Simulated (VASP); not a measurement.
# Sn (R-3m) in VASP: single point with r2SCAN

Aim: the single point of Sn with r2SCAN.

Program: VASP 6.6.1. These are calculated values, not measurements. Logs are shortened: lines on timing, memory, paths and dates and some standing lists are left out, and cuts for length are marked.

## (1) The cell of the first run

It takes space group R-3m (No. 166, trigonal). The conventional cell has a = 4.519 Å, b = 4.519 Å, c = 12.570 Å, α = 90.00°, β = 90.00°, γ = 120.00°. Within 4.0 Å of Sn (site symmetry 3m) lie 6 Sn at 3.02 to 3.73 Å.

## (2) Single point, r2SCAN

POSCAR

```
Sn
1.0
    2.2595264257      1.3045381901      4.1900208549
   -2.2595264257      1.3045381901      4.1900208549
    0.0000000000     -2.6090763802      4.1900208549
Sn
2
Direct
    0.2275400000      0.2275400000      0.2275400000
    0.7724600000      0.7724600000      0.7724600000
```

INCAR.step1

```
PREC     = Accurate       # precision mode
ENCUT    = 550            # plane-wave cutoff, eV
ISMEAR   = 0              # smearing method
SIGMA    = 0.1            # smearing width, eV
LREAL    = False          # projectors in reciprocal space
LASPH    = True           # aspherical terms in the spheres
NELM     = 120            # most SCF steps
NBANDS   = 21             # bands
GGA      = PE             # functional
ALGO     = Normal         # electronic algorithm
EDIFF    = 1E-5           # SCF threshold, eV
LWAVE    = True           # write WAVECAR
LCHARG   = False          # write CHGCAR
GGA_COMPAT= False
```

INCAR.step2

```
PREC     = Accurate       # precision mode
ENCUT    = 550            # plane-wave cutoff, eV
EDIFF    = 1E-6           # SCF threshold, eV
ISMEAR   = 0              # smearing method
SIGMA    = 0.1            # smearing width, eV
LREAL    = False          # projectors in reciprocal space
LASPH    = True           # aspherical terms in the spheres
NELM     = 120            # most SCF steps
ALGO     = Normal         # electronic algorithm
ISIF     = 2              # what is computed and relaxed
LWAVE    = False          # write WAVECAR
LCHARG   = False          # write CHGCAR
METAGGA  = R2SCAN         # meta-GGA
LMIXTAU  = True         
NBANDS   = 21             # bands
ISTART   = 1            
GGA_COMPAT= False
```

KPOINTS

```
regular mesh
0
Gamma
  6 6 6
```

Potentials or basis: VASP PAW PBE potentials, release 64 (Sn_d).

Launch:

```sh
> cat potpaw_PBE.64/Sn_d/POTCAR > POTCAR
> cp INCAR.step1 INCAR
> mpirun -np 1 vasp_std > vasp.out
> cp INCAR.step2 INCAR
> mpirun -np 1 vasp_std > vasp.out
```

OUTCAR:

```text
PREC = Accurate
   ENCUT = 550
   EDIFF = 1E-6
   ISMEAR = 0
   LREAL = False
   LASPH = True
   NELM = 120
   ISIF = 2
   METAGGA = R2SCAN
   ISTART = 1

 ion  position               nearest neighbor table
   1  0.228  0.228  0.228-   2 3.02   2 3.02   2 3.02   2 3.73   2 3.73   2 3.73
   2  0.772  0.772  0.772-   1 3.02   1 3.02   1 3.02   1 3.73   1 3.73   1 3.73

  LATTYP: Found a trigonal (rhomboedric) cell.
 ALAT       =     4.9359451296
 COS(alpha) =     0.5808936906

  Lattice vectors:

 A1 = (   2.2595264257,   1.3045381901,   4.1900208549)
 A2 = (  -2.2595264257,   1.3045381901,   4.1900208549)
 A3 = (   0.0000000000,  -2.6090763802,   4.1900208549)

Analysis of symmetry for initial positions (statically):
=====================================================================
 Subroutine PRICEL returns:
 Original cell was already a primitive cell.

 Routine SETGRP: Setting up the symmetry group for a
 trigonal (rhombohedral) supercell.

 Subroutine GETGRP returns: Found 12 space group operations
 (whereof 12 operations were pure point group operations)
 out of a pool of 12 trial point group operations.

The static configuration has the point symmetry D_3d.

Analysis of symmetry for dynamics (positions and initial velocities):
=====================================================================
 Subroutine PRICEL returns:
 Original cell was already a primitive cell.

 Routine SETGRP: Setting up the symmetry group for a
 trigonal (rhombohedral) supercell.

 Subroutine GETGRP returns: Found 12 space group operations
 (whereof 12 operations were pure point group operations)
 out of a pool of 12 trial point group operations.

The dynamic configuration has the point symmetry D_3d.

 Subroutine INISYM returns: Found 12 space group operations
 (whereof 12 operations are pure point group operations),
 and found     1 'primitive' translations

----------------------------------------------------------------------------------------

                                     Primitive cell

  volume of cell :      74.1040

  direct lattice vectors                    reciprocal lattice vectors
     2.259526426  1.304538190  4.190020855     0.221285308  0.127759132  0.079554099
    -2.259526426  1.304538190  4.190020855    -0.221285308  0.127759132  0.079554099
     0.000000000 -2.609076380  4.190020855     0.000000000 -0.255518264  0.079554099

  length of vectors
     4.935945130  4.935945130  4.935945130     0.267616214  0.267616214  0.267616214

  position of ions in fractional coordinates (direct lattice)
     0.227540000  0.227540000  0.227540000
     0.772460000  0.772460000  0.772460000

  ion indices of the primitive-cell ions
   primitive index   ion index
                 1           1
                 2           2

----------------------------------------------------------------------------------------

 KPOINTS: regular mesh

Automatic generation of k-mesh.
 Grid dimensions read from file:
 generate k-points for:    6    6    6

 Generating k-lattice:

  Cartesian coordinates                     Fractional coordinates (reciprocal lattice)
     0.036880885  0.021293189  0.013259016     0.166666667  0.000000000 -0.000000000
    -0.036880885  0.021293189  0.013259016     0.000000000  0.166666667 -0.000000000
     0.000000000 -0.042586377  0.013259016    -0.000000000 -0.000000000  0.166666667

  Length of vectors
     0.044602702  0.044602702  0.044602702

  Shift w.r.t. Gamma in fractional coordinates (k-lattice)
     0.000000000  0.000000000  0.000000000

 Subroutine IBZKPT returns following result:
 ===========================================

 Found     32 irreducible k-points:

 Following reciprocal coordinates:
            Coordinates               Weight
  0.000000  0.000000  0.000000      1.000000
  0.166667 -0.000000  0.000000      6.000000
  0.333333 -0.000000 -0.000000      6.000000
  0.500000 -0.000000 -0.000000      3.000000
  0.166667  0.166667 -0.000000      6.000000
  0.333333  0.166667 -0.000000     12.000000
[... 16 lines left out ...]
  0.500000  0.500000  0.166667      6.000000
 -0.333333  0.500000  0.166667     12.000000
 [... further k-points ...]
   k-points           NKPTS =     32   k-points in BZ     NKDIM =     32   number of bands    NBANDS=     21
   number of dos      NEDOS =    301   number of ions     NIONS =      2
   total plane-waves  NPLWV =  64000
   dimension x,y,z NGX =    40 NGY =   40 NGZ =   40
   dimension x,y,z NGXF=    80 NGYF=   80 NGZF=   80
   ions per type =               2
   NGX,Y,Z   is equivalent  to a cutoff of  13.47, 13.47, 13.47 a.u.
   NGXF,Y,Z  is equivalent  to a cutoff of  26.94, 26.94, 26.94 a.u.
 SYSTEM =  unknown system
   PREC   = accura    normal or accurate (medium, high low for compatibility)
   ISTART =      1    job   : 0-new  1-cont  2-samecut
   ICHARG =      0    charge: 1-file 2-atom 10-const
   ISPIN  =      1    spin polarized calculation?
   LNONCOLLINEAR =      F non collinear calculations
   LSORBIT =      F    spin-orbit coupling
   LASPH  =      T    aspherical Exc in radial PAW
   ENCUT  =  550.0 eV  40.42 Ry    6.36 a.u.   9.44  9.44  9.44*2*pi/ulx,y,z
   NELM   =    120;   NELMIN=  2; NELMDL=  0     # of ELM steps
   EDIFF  = 0.1E-05   stopping-criterion for ELM
   LREAL  =      F    real-space projection
   EDIFFG = 0.1E-04   stopping-criterion for IOM
   NSW    =      0    number of steps for IOM
   IBRION =     -1    ionic relax: 0-MD 1-quasi-New 2-CG
   NFREE  =      0    steps in history (QN), initial steepest desc. (CG)
   ISIF   =      2    stress and relaxation
   ISYM   =      2    0-nonsym 1-usesym 2-fastsym
   POTIM  = 0.5000    time-step for ionic-motion
   TEBEG  =    0.0;   TEEND  =   0.0 temperature during run
   PSTRESS=    0.0 pullay stress
   NELECT =      28.0000    total number of electrons
   NUPDOWN=      -1.0000    fix difference up-down
   EMIN   =  10.00;   EMAX   =-10.00  energy-range for DOS
   EFERMI =   0.00;   METHOD = LEGACY
   ISMEAR =     0;   SIGMA  =   0.10  broadening in eV -4-tet -1-fermi 0-gaus
   EFERMI_NEDOS =   21; number of points for ismear=-14 and -15
   IALGO  =     38    algorithm
   IMIX   =      4    mixing-type and parameters
     AMIX     =   0.40;   BMIX     =  1.00
     AMIX_MAG =   1.60;   BMIX_MAG =  1.00
  volume/ion in A,a.u.               =      37.05       250.04
  Fermi-wavevector in a.u.,A,eV,Ry     =   1.183533  2.236553 19.058358  1.400750
  Thomas-Fermi vector in A             =   2.319765
   LORBIT       =      0    0 simple, 1 ext, 2 COOP (PROOUT), +10 PAW based schemes
   METAGGA = R2SCAN    functional components
   LHFCALC =     F    Hartree Fock is set to
   AEXX    =    0.0000 exact exchange contribution
   IVDW    =     0    specifies the selected vdW correction
   LEPSILON=     F    determine dielectric tensor
   LRPA    =     F    only Hartree local field effects (RPA)
 non-spin polarized calculation
 Gauss-broadening in eV      SIGMA  =   0.10
  energy-cutoff  :      550.00
  volume of cell :       74.10
 maximum number of plane-waves:      2201
 NGX is ok and might be reduce to    40
   NGX = 19   NGY = 19   NGZ = 19

 number of electron      28.0000003 magnetization

 Free energy of the ion-electron system (eV)
  ---------------------------------------------------
  ext. energy  EPLUGINS =         0.00000000
  ---------------------------------------------------
  free energy    TOTEN  =       -48.66033409 eV

  energy without entropy =      -48.65285696  energy(sigma->0) =      -48.65659552

 E-fermi :   4.4078     XC(G=0):  -9.4789

 val. band max:        4.3998187551   @ k =   0.5000   0.1667   0.1667
 cond. band min:       4.4287587391   @ k =   0.3333  -0.0000  -0.0000
 fundamental gap:      0.0289399841
 Fermi energy:         4.4078170569

 k-point     1 :       0.0000    0.0000    0.0000
  band No.  band energies     occupation
      1     -17.6192      2.00000
      2     -17.6192      2.00000
      3     -17.5018      2.00000
      4     -17.4989      2.00000
      5     -17.4989      2.00000
      6     -17.3866      2.00000
[... 13 lines left out ...]
     20      11.4380      0.00000
     21      11.6458      0.00000

 k-point     2 :       0.1667   -0.0000    0.0000
  band No.  band energies     occupation
      1     -17.6095      2.00000
      2     -17.6023      2.00000
      3     -17.4984      2.00000
      4     -17.4887      2.00000
      5     -17.4875      2.00000
      6     -17.3940      2.00000
[... 13 lines left out ...]
     20      11.0662      0.00000
     21      11.5981      0.00000

 k-point     3 :       0.3333   -0.0000   -0.0000
  band No.  band energies     occupation
      1     -17.5875      2.00000
      2     -17.5573      2.00000
      3     -17.4948      2.00000
      4     -17.4595      2.00000
      5     -17.4587      2.00000
      6     -17.4190      2.00000
[... 13 lines left out ...]
     20      12.5671      0.00000
     21      13.1881      0.00000

 k-point     4 :       0.5000   -0.0000   -0.0000
  band No.  band energies     occupation
      1     -17.5745      2.00000
      2     -17.5172      2.00000
      3     -17.4816      2.00000
      4     -17.4779      2.00000
      5     -17.4298      2.00000
      6     -17.4144      2.00000
[... 13 lines left out ...]
     20      13.4266      0.00000
     21      15.3828      0.00000

 k-point     5 :       0.1667    0.1667   -0.0000
  band No.  band energies     occupation
      1     -17.6167      2.00000
      2     -17.5910      2.00000
      3     -17.5026      2.00000
      4     -17.4862      2.00000
      5     -17.4841      2.00000
      6     -17.3947      2.00000
[... 13 lines left out ...]
     20      11.7950      0.00000
     21      12.2652      0.00000
[... 382 lines left out ...]
     20      12.2053      0.00000
     21      15.7564      0.00000

 k-point    22 :      -0.1667    0.3333    0.1667
  band No.  band energies     occupation
      1     -17.5977      2.00000
      2     -17.5167      2.00000
      3     -17.4842      2.00000
      4     -17.4706      2.00000
      5     -17.4380      2.00000
      6     -17.4191      2.00000
[... 13 lines left out ...]
     20      13.7980      0.00000
     21      14.4725      0.00000

 k-point    23 :       0.5000    0.5000    0.1667
  band No.  band energies     occupation
      1     -17.6027      2.00000
      2     -17.5375      2.00000
      3     -17.5040      2.00000
      4     -17.4581      2.00000
      5     -17.4514      2.00000
      6     -17.4134      2.00000
[... 13 lines left out ...]
     20      14.5964      0.00000
     21      14.9132      0.00000

 k-point    24 :      -0.3333    0.5000    0.1667
  band No.  band energies     occupation
      1     -17.5968      2.00000
      2     -17.5243      2.00000
      3     -17.4893      2.00000
      4     -17.4614      2.00000
      5     -17.4356      2.00000
      6     -17.4201      2.00000
[... 13 lines left out ...]
     20      13.0278      0.00000
     21      15.4732      0.00000

 [... further k-points ...]

------------------------ aborting loop because EDIFF is reached ----------------------------------------

  FORCE on cell =-STRESS in cart. coord.  units (eV):
  Direction    XX          YY          ZZ          XY          YZ          ZX
  --------------------------------------------------------------------------------------
  -------------------------------------------------------------------------------------
  Total       -2.3261910     -2.3261910     -2.6917161      0.0000000      0.0000000     -0.0000000
  in kB      -50.2937826    -50.2937826    -58.1966750      0.0000000      0.0000000     -0.0000000
  external PRESSURE =     -52.9280801 kB  Pullay stress =       0.0000000 kB

 VOLUME and BASIS-vectors are now :
 -----------------------------------------------------------------------------
  energy-cutoff  :      550.00
  volume of cell :       74.10
      direct lattice vectors                 reciprocal lattice vectors
     2.259526426  1.304538190  4.190020855     0.221285308  0.127759132  0.079554099
    -2.259526426  1.304538190  4.190020855    -0.221285308  0.127759132  0.079554099
     0.000000000 -2.609076380  4.190020855     0.000000000 -0.255518264  0.079554099

 POSITION                                       TOTAL-FORCE (eV/Angst)
 -----------------------------------------------------------------------------------
      0.00000      0.00000      2.86019         0.000000     -0.000000     -0.028587
      0.00000      0.00000      9.70987         0.000000      0.000000      0.028587
 -----------------------------------------------------------------------------------
    total drift:                               -0.000000      0.000000     -0.000000

  FREE ENERGIE OF THE ION-ELECTRON SYSTEM (eV)
  ---------------------------------------------------
  free  energy   TOTEN  =       -48.6603340859 eV

  energy  without entropy=      -48.6528569598  energy(sigma->0) =      -48.65659552
```

Run time: 5.9 min. Hardware: 1 thread of Intel Xeon 8259CL, shared host; peak memory 0.27 GiB.

Results:

```yaml
Free_energy: -48.6603 eV
Pressure: -5.3 GPa
Largest_force: 0.029 eV/Å
Band_gap_on_the_k_mesh: zero (band 14 reaches 5.19 eV, above the bottom of band 15 at 3.08 eV)
```

Forces on the atoms (eV/Å):
```
Sn   0.000  0.000 -0.029
Sn   0.000  0.000  0.029
```

Caveat: the PAW data sets were made with another functional, which shifts forces and pressure a little; spin-orbit coupling is left out, which moves the levels of the heavy elements.
